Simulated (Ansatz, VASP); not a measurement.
PbF2 in VASP and in Ansatz

```
Pb F
1.0
     3.98179    0.00000    0.00000
    -1.99089    3.44833    0.00000
     0.00000    0.00000    5.07683
Pb F
1 2
Direct
  0.00000 0.00000 0.00000
  0.33333 0.66667 0.19730
  0.66667 0.33333 0.80270
```

Alike in both runs: functional PBE; k mesh 14 × 14 × 8; occupations fermi-dirac, width 0.05 eV; no spin polarisation.

Ansatz relaxed the structure, and its values are those at the end. VASP's run is a single point on that final structure, the one shown.

```csv
,VASP,Ansatz
version,VASP 6.6.1,Ansatz 0.2.0
potentials or method,"VASP PAW PBE potentials, release 64 (Pb_d, F)","PAW with Ansatz's default frozen-core files, scalar-relativistic"
plane-wave cutoff (eV),520,420
valence electrons in the cell,28,28
```

|  | VASP | Ansatz | Ansatz less VASP |
| --- | --- | --- | --- |
| pressure (GPa) | -0.1 | 0.0 | +0.15 |

Spin-orbit coupling is off throughout.
